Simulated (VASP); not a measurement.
Wanted: the native input for a VASP 6.6.1 run.

| Quantity | Value |
| --- | --- |
| Task | single point |
| Functional | PBE |
| Potentials or basis | VASP PAW PBE potentials, release 64 (Ag, Br) |
| Cutoff | 500 eV |
| k mesh | 7 × 7 × 7 |
| Occupations | fermi-dirac, width 0.03 eV |
| Spin | no spin polarisation |
| Dipole correction | no |
| Further INCAR settings | ALGO = Normal; EDIFF = 1e-06; NBANDS = 16 |

The structure of AgBr lies in POSCAR:

```
AgBr
1.0
    0.0000000000      2.8956382764      2.8956382764
    2.8956382764      0.0000000000      2.8956382764
    2.8956382764      2.8956382764      0.0000000000
Ag Br
1 1
Direct
    0.5000000000      0.5000000000      0.5000000000
    0.0000000000      0.0000000000      0.0000000000
```

This cell differs from its parent crystal: volume scaled by 1.01.

One way to write it, as run:

INCAR

```
PREC = Accurate
ENCUT = 500
EDIFF = 1E-6
ISMEAR = -1
SIGMA = 0.03
LREAL = False
LASPH = True
NELM = 120
ALGO = Normal
ISIF = 2
LWAVE = False
LCHARG = True
GGA = PE
LELF = True
LVHAR = True
NBANDS = 16
GGA_COMPAT = False
```

KPOINTS

```
regular mesh
0
Gamma
  7 7 7
```

Potentials or basis: VASP PAW PBE potentials, release 64 (Ag, Br).

Launch:

```bash
$ cat potpaw_PBE.64/Ag/POTCAR potpaw_PBE.64/Br/POTCAR > POTCAR
$ mpirun -np 1 vasp_std > vasp.out
```

It gave:

The pressure is 1.0 GPa. The band gap on the k mesh is 0.75 eV, indirect (least direct gap 2.52 eV).

Wall time 16 s on 1 thread of Intel Xeon 6975P-C (shared host), peak memory 0.17 GiB.
